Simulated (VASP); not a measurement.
Ir:

```
Ir
1.0
     2.80534    0.00000    0.00000
    -1.40267    2.42950    0.00000
     0.00000    0.00000    4.54981
Ir
2
Direct
  0.33333 0.66667 0.25000
  0.66667 0.33333 0.75000
```

This cell differs from its parent crystal: volume scaled by 1.06.

Base run:

| Quantity | Value |
| --- | --- |
| Program | VASP 6.6.1 |
| Functional | PBE |
| Potentials or basis | VASP PAW PBE potentials, release 64 (Ir) |
| Cutoff | 520 eV |
| k mesh | 11 × 11 × 6 |
| Occupations | fermi-dirac, width 0.05 eV |
| Spin | no spin polarisation |

Its results: band gap on the k mesh zero (band 9 reaches 9.79 eV, above the bottom of band 10 at 7.02 eV); pressure -17.9 GPa.

Task: The run is repeated on the same cell with these changes: functional from PBE to PBE0; k mesh from 11 × 11 × 6 to 6 × 6 × 4. What comes out?

Result: Band gap on the k mesh zero (band 9 reaches 9.92 eV, above the bottom of band 10 at 5.72 eV); pressure -29.5 GPa.

Several settings changed at once, so the effect can't be laid on one alone.

Caveats: some runs use coarse meshes; spin-orbit coupling is left out, which moves the levels of the heavy elements; the PAW data sets were made with another functional, which shifts forces and pressure a little (some runs).
